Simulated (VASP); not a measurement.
# Si2C (P6/mmm) in VASP: a series of runs

Runs on Si2C. Level: PBE. Tasks: single point.

Program: VASP 6.6.1. These are calculated values, not measurements. Logs are shortened: lines on timing, memory, paths and dates and some standing lists are left out, and cuts for length are marked.

### Step 1. The cell of the first run

It takes space group P6/mmm (No. 191, hexagonal). The conventional cell has a = 3.681 Å, b = 3.681 Å, c = 7.524 Å, α = 90.00°, β = 90.00°, γ = 120.00°. Within 2.4 Å of Si (site symmetry mmm) lie 4 Si at 1.84 Å. Within 1.8 Å of Si (site symmetry 6/mmm) lie 2 C at 1.38 Å. Within 1.8 Å of C (site symmetry 6mm) lie 1 Si at 1.38 Å.

### Step 2. Single point, PBE

The input, INCAR:

```
PREC     = Accurate       # precision mode
ENCUT    = 520            # plane-wave cutoff, eV
EDIFF    = 1E-6           # SCF threshold, eV
ISMEAR   = 0              # smearing method
SIGMA    = 0.1            # smearing width, eV
LREAL    = F              # projectors in reciprocal space
LASPH    = T              # aspherical terms in the spheres
NELM     = 100            # most SCF steps
ALGO     = Normal         # electronic algorithm
ISIF     = 2              # what is computed and relaxed
LWAVE    = F              # write WAVECAR
LCHARG   = F              # write CHGCAR
GGA      = PE             # functional
NBANDS   = 21             # bands
```

The input, KPOINTS:

```
regular mesh
0
Gamma
  6 6 2
```

The input, POSCAR:

```
Si2C
1.0
    3.6814050100      0.0000000000      0.0000000000
   -1.8407025000      3.1881902600      0.0000000000
    0.0000000000      0.0000000000      7.5236202100
Si C
4 2
Direct
    0.5000000000      0.0000000000      0.5000000000
    0.0000000000      0.5000000000      0.5000000000
    0.5000000000      0.5000000000      0.5000000000
    0.0000000000      0.0000000000      0.0000000000
    0.0000000000      0.0000000000      0.1832895100
    0.0000000000      0.0000000000      0.8167104900
```

Potentials or basis: VASP PAW PBE potentials, release 64 (Si, C).

On the command line:

```console
cat potpaw_PBE.64/Si/POTCAR potpaw_PBE.64/C/POTCAR > POTCAR
mpirun -np 1 vasp_std > vasp.out
```

OUTCAR:

```text
PREC = Accurate
   ENCUT = 520
   EDIFF = 1E-6
   ISMEAR = 0
   LREAL = F
   LASPH = T
   NELM = 100
   ISIF = 2
   GGA = PE

 ion  position               nearest neighbor table
   1  0.500  0.000  0.500-   3 1.84   3 1.84   2 1.84   2 1.84
   2  0.000  0.500  0.500-   3 1.84   3 1.84   1 1.84   1 1.84
   3  0.500  0.500  0.500-   1 1.84   1 1.84   2 1.84   2 1.84
   4  0.000  0.000  0.000-   5 1.38   6 1.38
   5  0.000  0.000  0.183-   4 1.38
   6  0.000  0.000  0.817-   4 1.38

  LATTYP: Found a hexagonal cell.
 ALAT       =     3.6814050100
 C/A-ratio  =     2.0436817437

  Lattice vectors:

 A1 = (   3.6814050100,   0.0000000000,   0.0000000000)
 A2 = (  -1.8407025000,   3.1881902600,   0.0000000000)
 A3 = (   0.0000000000,   0.0000000000,   7.5236202100)

Analysis of symmetry for initial positions (statically):
=====================================================================
 Subroutine PRICEL returns:
 Original cell was already a primitive cell.

 Routine SETGRP: Setting up the symmetry group for a
 hexagonal supercell.

 Subroutine GETGRP returns: Found 24 space group operations
 (whereof 24 operations were pure point group operations)
 out of a pool of 24 trial point group operations.

The static configuration has the point symmetry D_6h.

Analysis of symmetry for dynamics (positions and initial velocities):
=====================================================================
 Subroutine PRICEL returns:
 Original cell was already a primitive cell.

 Routine SETGRP: Setting up the symmetry group for a
 hexagonal supercell.

 Subroutine GETGRP returns: Found 24 space group operations
 (whereof 24 operations were pure point group operations)
 out of a pool of 24 trial point group operations.

The dynamic configuration has the point symmetry D_6h.

 Subroutine INISYM returns: Found 24 space group operations
 (whereof 24 operations are pure point group operations),
 and found     1 'primitive' translations

----------------------------------------------------------------------------------------

                                     Primitive cell

  volume of cell :      88.3049

  direct lattice vectors                    reciprocal lattice vectors
     3.681405010  0.000000000  0.000000000     0.271635421  0.156828783  0.000000000
    -1.840702500  3.188190260  0.000000000     0.000000000  0.313657567  0.000000000
     0.000000000  0.000000000  7.523620210     0.000000000  0.000000000  0.132914737

  length of vectors
     3.681405010  3.681405007  7.523620210     0.313657567  0.313657567  0.132914737

  position of ions in fractional coordinates (direct lattice)
     0.500000000  0.000000000  0.500000000
     1.000000000  0.500000000  0.500000000
     0.500000000  0.500000000  0.500000000
     0.000000000  0.000000000  0.000000000
     0.000000000  0.000000000  0.183289510
     0.000000000  0.000000000  0.816710490

  ion indices of the primitive-cell ions
   primitive index   ion index
                 1           1
                 2           2
                 3           3
                 4           4
                 5           5
                 6           6

----------------------------------------------------------------------------------------

 KPOINTS: regular mesh

Automatic generation of k-mesh.
 Grid dimensions read from file:
 generate k-points for:    6    6    2

 Generating k-lattice:

  Cartesian coordinates                     Fractional coordinates (reciprocal lattice)
     0.045272570  0.026138131  0.000000000     0.166666667 -0.000000000  0.000000000
     0.000000000  0.052276261  0.000000000     0.000000000  0.166666667  0.000000000
     0.000000000  0.000000000  0.066457368     0.000000000  0.000000000  0.500000000

  Length of vectors
     0.052276261  0.052276261  0.066457368

  Shift w.r.t. Gamma in fractional coordinates (k-lattice)
     0.000000000  0.000000000  0.000000000

 Subroutine IBZKPT returns following result:
 ===========================================

 Found     14 irreducible k-points:

 Following reciprocal coordinates:
            Coordinates               Weight
  0.000000  0.000000  0.000000      1.000000
  0.166667  0.000000  0.000000      6.000000
  0.333333 -0.000000  0.000000      6.000000
  0.500000  0.000000  0.000000      3.000000
  0.166667  0.166667  0.000000      6.000000
  0.333333  0.166667  0.000000     12.000000
  0.333333  0.333333  0.000000      2.000000
  0.000000  0.000000  0.500000      1.000000
  0.166667  0.000000  0.500000      6.000000
  0.333333 -0.000000  0.500000      6.000000
  0.500000  0.000000  0.500000      3.000000
  0.166667  0.166667  0.500000      6.000000
  0.333333  0.166667  0.500000     12.000000
  0.333333  0.333333  0.500000      2.000000
   k-points           NKPTS =     14   k-points in BZ     NKDIM =     14   number of bands    NBANDS=     21
   number of dos      NEDOS =    301   number of ions     NIONS =      6
   total plane-waves  NPLWV =  43904
   dimension x,y,z NGX =    28 NGY =   28 NGZ =   56
   dimension x,y,z NGXF=    56 NGYF=   56 NGZF=  112
   ions per type =               4   2
   NGX,Y,Z   is equivalent  to a cutoff of  12.64, 12.64, 12.37 a.u.
   NGXF,Y,Z  is equivalent  to a cutoff of  25.29, 25.29, 24.75 a.u.
 SYSTEM =  unknown system
   PREC   = accura    normal or accurate (medium, high low for compatibility)
   ISTART =      0    job   : 0-new  1-cont  2-samecut
   ICHARG =      2    charge: 1-file 2-atom 10-const
   ISPIN  =      1    spin polarized calculation?
   LNONCOLLINEAR =      F non collinear calculations
   LSORBIT =      F    spin-orbit coupling
   LASPH  =      T    aspherical Exc in radial PAW
   ENCUT  =  520.0 eV  38.22 Ry    6.18 a.u.   6.84  6.84 13.99*2*pi/ulx,y,z
   NELM   =    100;   NELMIN=  2; NELMDL= -5     # of ELM steps
   EDIFF  = 0.1E-05   stopping-criterion for ELM
   LREAL  =      F    real-space projection
   EDIFFG = 0.1E-04   stopping-criterion for IOM
   NSW    =      0    number of steps for IOM
   IBRION =     -1    ionic relax: 0-MD 1-quasi-New 2-CG
   NFREE  =      0    steps in history (QN), initial steepest desc. (CG)
   ISIF   =      2    stress and relaxation
   ISYM   =      2    0-nonsym 1-usesym 2-fastsym
   POTIM  = 0.5000    time-step for ionic-motion
   TEBEG  =    0.0;   TEEND  =   0.0 temperature during run
   PSTRESS=    0.0 pullay stress
   NELECT =      24.0000    total number of electrons
   NUPDOWN=      -1.0000    fix difference up-down
   EMIN   =  10.00;   EMAX   =-10.00  energy-range for DOS
   EFERMI =   0.00;   METHOD = LEGACY
   ISMEAR =     0;   SIGMA  =   0.10  broadening in eV -4-tet -1-fermi 0-gaus
   EFERMI_NEDOS =   21; number of points for ismear=-14 and -15
   IALGO  =     38    algorithm
   IMIX   =      4    mixing-type and parameters
     AMIX     =   0.40;   BMIX     =  1.00
     AMIX_MAG =   1.60;   BMIX_MAG =  1.00
  volume/ion in A,a.u.               =      14.72        99.32
  Fermi-wavevector in a.u.,A,eV,Ry     =   1.060434  2.003930 15.300030  1.124520
  Thomas-Fermi vector in A             =   2.195815
   LORBIT       =      0    0 simple, 1 ext, 2 COOP (PROOUT), +10 PAW based schemes
   GGA     = PE    functional components
   LHFCALC =     F    Hartree Fock is set to
   AEXX    =    0.0000 exact exchange contribution
   IVDW    =     0    specifies the selected vdW correction
   LEPSILON=     F    determine dielectric tensor
   LRPA    =     F    only Hartree local field effects (RPA)
 non-spin polarized calculation
 Gauss-broadening in eV      SIGMA  =   0.10
  energy-cutoff  :      520.00
  volume of cell :       88.30
 maximum number of plane-waves:      2406
 NGX is ok and might be reduce to    28
   NGX = 13   NGY = 13   NGZ = 27

 number of electron      24.0000000 magnetization

 Free energy of the ion-electron system (eV)
  ---------------------------------------------------
  ext. energy  EPLUGINS =         0.00000000
  ---------------------------------------------------
  free energy    TOTEN  =        -6.88582420 eV

  energy without entropy =       -6.84910145  energy(sigma->0) =       -6.86746283

 E-fermi :   5.2875     XC(G=0):  -9.7257

 val. band max:        5.2650694947   @ k =   0.3333   0.1667   0.5000
 cond. band min:       5.2917355585   @ k =   0.3333  -0.0000   0.5000
 fundamental gap:      0.0266660638
 Fermi energy:         5.2875164869

 k-point     1 :       0.0000    0.0000    0.0000
  band No.  band energies     occupation
      1     -10.9992      2.00000
      2      -7.2926      2.00000
      3      -5.0562      2.00000
      4      -2.7852      2.00000
      5      -0.8327      2.00000
      6       2.4355      2.00000
[... 13 lines left out ...]
     20      12.1806      0.00000
     21      12.3865      0.00000

 k-point     2 :       0.1667    0.0000    0.0000
  band No.  band energies     occupation
      1     -10.6449      2.00000
      2      -7.1784      2.00000
      3      -4.9252      2.00000
      4      -3.5697      2.00000
      5      -0.5876      2.00000
      6       0.4402      2.00000
[... 13 lines left out ...]
     20      11.8098      0.00000
     21      12.3752      0.00000

 k-point     3 :       0.3333   -0.0000    0.0000
  band No.  band energies     occupation
      1      -9.6294      2.00000
      2      -6.9525      2.00000
      3      -5.4341      2.00000
      4      -4.6430      2.00000
      5      -0.9586      2.00000
      6       0.1405      2.00000
[... 13 lines left out ...]
     20      12.3002      0.00000
     21      12.6997      0.00000

 k-point     4 :       0.5000    0.0000    0.0000
  band No.  band energies     occupation
      1      -8.5254      2.00000
      2      -7.2185      2.00000
      3      -6.5537      2.00000
      4      -4.4901      2.00000
      5      -1.3668      2.00000
      6       0.3240      2.00000
[... 13 lines left out ...]
     20      12.2705      0.00000
     21      13.3901      0.00000

 k-point     5 :       0.1667    0.1667    0.0000
  band No.  band energies     occupation
      1      -9.9558      2.00000
      2      -7.0011      2.00000
      3      -4.7727      2.00000
      4      -4.7173      2.00000
      5      -1.4994      2.00000
      6      -0.0954      2.00000
[... 13 lines left out ...]
     20      11.4207      0.00000
     21      12.8715      0.00000
[... 142 lines left out ...]
     20      11.9217      0.00000
     21      12.7328      0.00000

 k-point    12 :       0.1667    0.1667    0.5000
  band No.  band energies     occupation
      1      -9.9471      2.00000
      2      -7.0769      2.00000
      3      -4.7724      2.00000
      4      -4.5599      2.00000
      5      -1.3684      2.00000
      6      -0.5501      2.00000
[... 13 lines left out ...]
     20      12.0906      0.00000
     21      12.1017      0.00000

 k-point    13 :       0.3333    0.1667    0.5000
  band No.  band energies     occupation
      1      -8.7044      2.00000
      2      -6.8529      2.00000
      3      -6.4813      2.00000
      4      -4.5102      2.00000
      5      -2.5171      2.00000
      6       0.4700      2.00000
[... 13 lines left out ...]
     20      12.4740      0.00000
     21      13.0964      0.00000

 k-point    14 :       0.3333    0.3333    0.5000
  band No.  band energies     occupation
      1      -7.4911      2.00000
      2      -7.4911      2.00000
      3      -6.7760      2.00000
      4      -4.7903      2.00000
      5      -3.2659      2.00000
      6       1.4768      2.00000
[... 13 lines left out ...]
     20      13.0586      0.00000
     21      13.1081      0.00000

------------------------ aborting loop because EDIFF is reached ----------------------------------------

  FORCE on cell =-STRESS in cart. coord.  units (eV):
  Direction    XX          YY          ZZ          XY          YZ          ZX
  --------------------------------------------------------------------------------------
  -------------------------------------------------------------------------------------
  Total       60.4698199     60.4698199     60.5131260      0.0000001      0.0000000     -0.0000000
  in kB     1097.1463519   1097.1463517   1097.9320858      0.0000017      0.0000000     -0.0000000
  external PRESSURE =    1097.4082631 kB  Pullay stress =       0.0000000 kB

 VOLUME and BASIS-vectors are now :
 -----------------------------------------------------------------------------
  energy-cutoff  :      520.00
  volume of cell :       88.30
      direct lattice vectors                 reciprocal lattice vectors
     3.681405010  0.000000000  0.000000000     0.271635421  0.156828783  0.000000000
    -1.840702500  3.188190260  0.000000000     0.000000000  0.313657567  0.000000000
     0.000000000  0.000000000  7.523620210     0.000000000  0.000000000  0.132914737

 POSITION                                       TOTAL-FORCE (eV/Angst)
 -----------------------------------------------------------------------------------
      1.84070      0.00000      3.76181        -0.000000      0.000000      0.000000
     -0.92035      1.59410      3.76181        -0.000000      0.000000      0.000000
      0.92035      1.59410      3.76181        -0.000000      0.000000      0.000000
      0.00000      0.00000      0.00000        -0.000000      0.000000      0.000000
      0.00000      0.00000      1.37900        -0.000000      0.000000     25.242935
      0.00000      0.00000      6.14462         0.000000     -0.000000    -25.242935
 -----------------------------------------------------------------------------------
    total drift:                               -0.000000      0.000000      0.000000

  FREE ENERGIE OF THE ION-ELECTRON SYSTEM (eV)
  ---------------------------------------------------
  free  energy   TOTEN  =        -6.8858241979 eV

  energy  without entropy=       -6.8491014540  energy(sigma->0) =       -6.86746283
```

Run time: 12 s. Hardware: 1 thread of Intel Xeon 6975P-C (Granite Rapids), shared host; peak memory 0.19 GiB.

Results:

```yaml
Free_energy: -6.8858 eV
Pressure: 109.7 GPa
Largest_force: 25.243 eV/Å
Band_gap_on_the_k_mesh: zero (band 12 reaches 5.59 eV, above the bottom of band 13 at 4.70 eV)
```

Forces in eV/Å, atoms in the order of the input:
```
Si    0.000   0.000   0.000
Si    0.000   0.000   0.000
Si    0.000   0.000   0.000
Si    0.000   0.000   0.000
C     0.000   0.000  25.243
C     0.000   0.000 -25.243
```

Stress tensor (GPa, compression positive):
```
109.71   0.00   0.00
  0.00 109.71   0.00
  0.00   0.00 109.79
```

Levels at points of the mesh, in eV from the Fermi level:
```
           k point  band 10  band 11  band 12  band 13  band 14  band 15
(0.00, 0.00, 0.00)    -0.84    -0.63    -0.63     0.34     0.34     0.87
(0.50, 0.00, 0.00)    -1.43    -1.20    -0.19    -0.08     0.73     3.11
(0.00, 0.00, 0.50)    -1.08    -0.63    -0.63    -0.41     0.64     0.64
(0.50, 0.00, 0.50)    -1.68    -1.36     0.02     0.13     0.27     3.49
```

Caveat: the k points lie up to 0.42 Å⁻¹ apart; forces of over 1 eV/Å act on the atoms, so gaps and moduli don't describe the material at rest.

[end of part 1 of 2]
